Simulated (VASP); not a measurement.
Write the native input for VASP 6.6.1 that does the following.

```
Task                   : relaxation of cell and atoms
Functional             : PBE
Potentials or basis    : VASP PAW PBE potentials, release 64 (Ga_d, P)
Cutoff                 : 600 eV
k mesh                 : 6 × 6 × 4
Occupations            : gaussian, width 0.1 eV
Spin                   : no spin polarisation
Dipole correction      : no
Further INCAR settings : ALGO = Normal; EDIFF = 1e-06; IBRION = 2; EDIFFG = -0.04; NSW = 90; ISIF = 3
```

The structure of GaP2 lies in POSCAR:

```
GaP2
1.0
    3.0009139600      0.0000000000      0.0000000000
    0.0000000000      3.0009139600      0.0000000000
    0.0000000000      0.0000000000      5.7174032800
Ga P
1 2
Direct
    0.0000000000      0.0000000000      0.0000000000
    0.5000000000      0.5000000000      0.7286017500
    0.5000000000      0.5000000000      0.2713982500
```

One way to write it, as run:

INCAR

```
  PREC = Accurate
  ENCUT = 600
  EDIFF = 1E-6
  ISMEAR = 0
  SIGMA = 0.1
  LREAL = F
  LASPH = T
  NELM = 100
  ALGO = Normal
  ISIF = 3
  LWAVE = F
  LCHARG = F
  GGA = PE
  IBRION = 2
  NSW = 90
  EDIFFG = -0.04
```

KPOINTS

```
Automatic mesh
0
Gamma
  6 6 4
```

Potentials or basis: VASP PAW PBE potentials, release 64 (Ga_d, P).

Launch:

```console
$ cat potpaw_PBE.64/Ga_d/POTCAR potpaw_PBE.64/P/POTCAR > POTCAR
$ mpirun -np 1 vasp_std > vasp.out
```

It gave:

```json
{"Relaxed volume": "19.25 Å³/atom", "Relaxed cell": "a = 3.404 Å, b = 3.404 Å, c = 4.985 Å, α = 90.00°, β = 90.00°, γ = 90.00°", "Space group after relaxing (to 0.05 Å)": "P4/mmm (No. 123)", "Energy gained by relaxing": "273.4 meV/atom", "Ionic steps": "19", "Pressure after relaxing": "0.0 GPa", "Largest force after relaxing": "0.023 eV/Å"}
```

Wall time 3.3 min on 1 thread of Intel(R) Xeon(R) Platinum 8488C (Sapphire Rapids) (shared host), peak memory 0.19 GiB.
